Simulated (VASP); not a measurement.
# Re (P6_3/mmc) in VASP: a series of runs, part 3 of 3

VASP 6.6.1.

## Step 5: Single point, LDA

This run uses another cell than the first one, of 14.20 Å³/atom, 1.025 times its volume.

Input file INCAR:

```
SYSTEM = Re
PREC = Accurate
ENCUT = 600
EDIFF = 1E-6
ISMEAR = -1
SIGMA = 0.08
LREAL = .FALSE.
LASPH = .TRUE.
NELM = 120
ALGO = Normal
ISIF = 2
LWAVE = .FALSE.
LCHARG = .FALSE.
NBANDS = 14
GGA_COMPAT = .FALSE.
```

Input file KPOINTS:

```
Automatic mesh
0
G
  20 20 12
  0 0 0
```

Input file POSCAR:

```
Re
1.0
    2.7293492353      0.0000000000      0.0000000000
   -1.3646746176      2.3636857736      0.0000000000
    0.0000000000      0.0000000000      4.4008730864
Re
2
Direct
    0.3333333333      0.6666666667      0.2500000000
    0.6666666667      0.3333333333      0.7500000000
```

Potentials or basis: VASP PAW LDA potentials, release 64 (Re).

Command:

```
$ cat potpaw_LDA.64/Re/POTCAR > POTCAR
$ mpirun -np 1 vasp_std > vasp.out
```

OUTCAR:

```text
SYSTEM = Re
   PREC = Accurate
   ENCUT = 600
   EDIFF = 1E-6
   ISMEAR = -1
   LREAL = .FALSE.
   LASPH = .TRUE.
   NELM = 120
   ISIF = 2

 ion  position               nearest neighbor table
   1  0.333  0.667  0.250-   2 2.71   2 2.71   2 2.71   2 2.71   2 2.71   2 2.71
   2  0.667  0.333  0.750-   1 2.71   1 2.71   1 2.71   1 2.71   1 2.71   1 2.71

  LATTYP: Found a hexagonal cell.
 ALAT       =     2.7293492353
 C/A-ratio  =     1.6124257861

  Lattice vectors:

 A1 = (   2.7293492353,   0.0000000000,   0.0000000000)
 A2 = (  -1.3646746176,   2.3636857736,   0.0000000000)
 A3 = (   0.0000000000,   0.0000000000,   4.4008730864)

Analysis of symmetry for initial positions (statically):
=====================================================================
 Subroutine PRICEL returns:
 Original cell was already a primitive cell.

 Routine SETGRP: Setting up the symmetry group for a
 hexagonal supercell.

 Subroutine GETGRP returns: Found 24 space group operations
 (whereof 12 operations were pure point group operations)
 out of a pool of 24 trial point group operations.

The static configuration has the point symmetry D_3d.
 The point group associated with its full space group is D_6h.

Analysis of symmetry for dynamics (positions and initial velocities):
=====================================================================
 Subroutine PRICEL returns:
 Original cell was already a primitive cell.

 Routine SETGRP: Setting up the symmetry group for a
 hexagonal supercell.

 Subroutine GETGRP returns: Found 24 space group operations
 (whereof 12 operations were pure point group operations)
 out of a pool of 24 trial point group operations.

The dynamic configuration has the point symmetry D_3d.
 The point group associated with its full space group is D_6h.

 Subroutine INISYM returns: Found 24 space group operations
 (whereof 12 operations are pure point group operations),
 and found     1 'primitive' translations

----------------------------------------------------------------------------------------

                                     Primitive cell

  volume of cell :      28.3915

  direct lattice vectors                    reciprocal lattice vectors
     2.729349235  0.000000000  0.000000000     0.366387704  0.211534040  0.000000000
    -1.364674618  2.363685774  0.000000000     0.000000000  0.423068079  0.000000000
     0.000000000  0.000000000  4.400873086     0.000000000  0.000000000  0.227227639

  length of vectors
     2.729349235  2.729349235  4.400873086     0.423068079  0.423068079  0.227227639

  position of ions in fractional coordinates (direct lattice)
     0.333333333  0.666666667  0.250000000
     0.666666667  0.333333333  0.750000000

  ion indices of the primitive-cell ions
   primitive index   ion index
                 1           1
                 2           2

----------------------------------------------------------------------------------------

 KPOINTS: Automatic mesh

Automatic generation of k-mesh.
 Grid dimensions read from file:
 generate k-points for:   20   20   12

 Generating k-lattice:

  Cartesian coordinates                     Fractional coordinates (reciprocal lattice)
     0.018319385  0.010576702  0.000000000     0.050000000  0.000000000  0.000000000
     0.000000000  0.021153404  0.000000000     0.000000000  0.050000000  0.000000000
     0.000000000  0.000000000  0.018935637     0.000000000  0.000000000  0.083333333

  Length of vectors
     0.021153404  0.021153404  0.018935637

  Shift w.r.t. Gamma in fractional coordinates (k-lattice)
     0.000000000  0.000000000  0.000000000

 Subroutine IBZKPT returns following result:
 ===========================================

 Found    308 irreducible k-points:

 Following reciprocal coordinates:
            Coordinates               Weight
  0.000000  0.000000  0.000000      1.000000
  0.050000 -0.000000  0.000000      6.000000
  0.100000 -0.000000  0.000000      6.000000
  0.150000 -0.000000  0.000000      6.000000
  0.200000 -0.000000  0.000000      6.000000
  0.250000  0.000000  0.000000      6.000000
[... 16 lines left out ...]
  0.200000  0.100000  0.000000     12.000000
  0.250000  0.100000  0.000000     12.000000
 [... further k-points ...]
   k-points           NKPTS =    308   k-points in BZ     NKDIM =    308   number of bands    NBANDS=     14
   number of dos      NEDOS =    301   number of ions     NIONS =      2
   total plane-waves  NPLWV =  20736
   dimension x,y,z NGX =    24 NGY =   24 NGZ =   36
   dimension x,y,z NGXF=    48 NGYF=   48 NGZF=   72
   ions per type =               2
   NGX,Y,Z   is equivalent  to a cutoff of  14.62, 14.62, 13.60 a.u.
   NGXF,Y,Z  is equivalent  to a cutoff of  29.24, 29.24, 27.20 a.u.
 SYSTEM =  Re
   PREC   = accura    normal or accurate (medium, high low for compatibility)
   ISTART =      0    job   : 0-new  1-cont  2-samecut
   ICHARG =      2    charge: 1-file 2-atom 10-const
   ISPIN  =      1    spin polarized calculation?
   LNONCOLLINEAR =      F non collinear calculations
   LSORBIT =      F    spin-orbit coupling
   LASPH  =      T    aspherical Exc in radial PAW
   ENCUT  =  600.0 eV  44.10 Ry    6.64 a.u.   5.45  5.45  8.79*2*pi/ulx,y,z
   NELM   =    120;   NELMIN=  2; NELMDL= -5     # of ELM steps
   EDIFF  = 0.1E-05   stopping-criterion for ELM
   LREAL  =      F    real-space projection
   EDIFFG = 0.1E-04   stopping-criterion for IOM
   NSW    =      0    number of steps for IOM
   IBRION =     -1    ionic relax: 0-MD 1-quasi-New 2-CG
   NFREE  =      0    steps in history (QN), initial steepest desc. (CG)
   ISIF   =      2    stress and relaxation
   ISYM   =      2    0-nonsym 1-usesym 2-fastsym
   POTIM  = 0.5000    time-step for ionic-motion
   TEBEG  =    0.0;   TEEND  =   0.0 temperature during run
   PSTRESS=    0.0 pullay stress
   NELECT =      14.0000    total number of electrons
   NUPDOWN=      -1.0000    fix difference up-down
   EMIN   =  10.00;   EMAX   =-10.00  energy-range for DOS
   EFERMI =   0.00;   METHOD = LEGACY
   ISMEAR =    -1;   SIGMA  =   0.08  broadening in eV -4-tet -1-fermi 0-gaus
   EFERMI_NEDOS =   21; number of points for ismear=-14 and -15
   IALGO  =     38    algorithm
   IMIX   =      4    mixing-type and parameters
     AMIX     =   0.40;   BMIX     =  1.00
     AMIX_MAG =   1.60;   BMIX_MAG =  1.00
  volume/ion in A,a.u.               =      14.20        95.80
  Fermi-wavevector in a.u.,A,eV,Ry     =   1.293367  2.444108 22.759784  1.672797
  Thomas-Fermi vector in A             =   2.425017
   LORBIT       =      0    0 simple, 1 ext, 2 COOP (PROOUT), +10 PAW based schemes
   GGA     = CA    functional components
   LHFCALC =     F    Hartree Fock is set to
   AEXX    =    0.0000 exact exchange contribution
   IVDW    =     0    specifies the selected vdW correction
   LEPSILON=     F    determine dielectric tensor
   LRPA    =     F    only Hartree local field effects (RPA)
 non-spin polarized calculation
  energy-cutoff  :      600.00
  volume of cell :       28.39
 maximum number of plane-waves:       977
 NGX is ok and might be reduce to    24
   NGX = 11   NGY = 11   NGZ = 17

 number of electron      14.0000001 magnetization

 Free energy of the ion-electron system (eV)
  ---------------------------------------------------
  ext. energy  EPLUGINS =         0.00000000
  ---------------------------------------------------
  free energy    TOTEN  =       -27.54076017 eV

  energy without entropy =      -27.50797092  energy(sigma->0) =      -27.52436554

 E-fermi :   8.3065     XC(G=0): -14.0355

 val. band max:        8.2944397136   @ k =   0.3500   0.2500   0.4167
 cond. band min:       8.3103077900   @ k =   0.3500   0.1500   0.3333
 fundamental gap:      0.0158680764
 Fermi energy:         8.3065134257

 k-point     1 :       0.0000    0.0000    0.0000
  band No.  band energies     occupation
      1      -1.7322      2.00000
      2       1.4319      2.00000
      3       6.6028      2.00000
      4       6.6028      2.00000
      5       6.6293      2.00000
      6       7.4936      1.99992
      7       7.4936      1.99992
      8       8.4559      0.26762
      9       8.4559      0.26762
     10       9.1523      0.00005
     11      11.8225      0.00000
     12      11.8225      0.00000
     13      18.8407      0.00000
     14      22.5550      0.00000
[... 377 lines left out ...]
      1       1.4925      2.00000
      2       3.0973      2.00000
      3       4.0472      2.00000
      4       4.9463      2.00000
      5       6.3832      2.00000
      6       6.5908      2.00000
      7       7.6281      1.99958
      8       9.2667      0.00001
      9      10.2887      0.00000
     10      11.2533      0.00000
     11      12.5491      0.00000
     12      18.0920      0.00000
     13      19.0964      0.00000
     14      22.1318      0.00000

 [... further k-points ...]
[... 5 lines left out ...]
  --------------------------------------------------------------------------------------
  -------------------------------------------------------------------------------------
  Total        1.0422596      1.0422596      1.0098788      0.0000000     -0.0000000      0.0000000
  in kB       58.8164484     58.8164484     56.9891461      0.0000000     -0.0000000      0.0000000
  external PRESSURE =      58.2073476 kB  Pullay stress =       0.0000000 kB

 VOLUME and BASIS-vectors are now :
 -----------------------------------------------------------------------------
  energy-cutoff  :      600.00
  volume of cell :       28.39
      direct lattice vectors                 reciprocal lattice vectors
     2.729349235  0.000000000  0.000000000     0.366387704  0.211534040  0.000000000
    -1.364674618  2.363685774  0.000000000     0.000000000  0.423068079  0.000000000
     0.000000000  0.000000000  4.400873086     0.000000000  0.000000000  0.227227639

 POSITION                                       TOTAL-FORCE (eV/Angst)
 -----------------------------------------------------------------------------------
     -0.00000      1.57579      1.10022         0.000000     -0.000000      0.000000
      1.36467      0.78790      3.30065        -0.000000      0.000000      0.000000
 -----------------------------------------------------------------------------------
    total drift:                               -0.000000      0.000000     -0.000000

  FREE ENERGIE OF THE ION-ELECTRON SYSTEM (eV)
  ---------------------------------------------------
  free  energy   TOTEN  =       -27.5407601713 eV

  energy  without entropy=      -27.5079709153  energy(sigma->0) =      -27.52436554
```

stdout:

```text
POSCAR found type information on POSCAR Re
 POSCAR found :  1 types and       2 ions
 scaLAPACK will be used
 LDA part: xc-table for (Slater(with rela. corr.)+CA(PZ))
 , standard interpolation
 POSCAR, INCAR and KPOINTS ok, starting setup
 FFT: planning ... GRIDC
 FFT: planning ... GRID_SOFT
 FFT: planning ... GRID
 WAVECAR not read
 entering main loop
```

It took 49 s on 1 thread of Intel Xeon 6975P-C (Granite Rapids), shared host; peak memory 0.25 GiB.

What came out:

- Free energy: -27.5408 eV
- Pressure: 5.8 GPa
- Band gap on the k mesh: zero (band 7 reaches 10.16 eV, above the bottom of band 8 at 6.46 eV)

Caveat: spin-orbit coupling is left out, which moves the levels of the heavy elements.

## Step 6: Overview

```csv
cell,gap on the mesh (eV),pressure (GPa)
"a = 2.707, b = 2.707, c = 4.365 Å, angles 90.0, 90.0, 120.0°, 2 atoms",none,17.2
"a = 2.717, b = 2.717, c = 4.381 Å, angles 90.0, 90.0, 120.0°, 2 atoms",none,12.1
"a = 2.723, b = 2.723, c = 4.391 Å, angles 90.0, 90.0, 120.0°, 2 atoms",none,8.9
"a = 2.729, b = 2.729, c = 4.401 Å, angles 90.0, 90.0, 120.0°, 2 atoms",none,5.8
```

Alike in all rows: task single point; level LDA; potentials or basis VASP PAW LDA potentials, release 64 (Re); no spin polarisation; k mesh 20 × 20 × 12; cutoff (eV) 600; smearing fermi-dirac 0.08 eV.

Caveats: spin-orbit coupling is left out, which moves the levels of the heavy elements.

Total energies depend on the potentials used, so only differences within one code and one set of settings carry meaning.
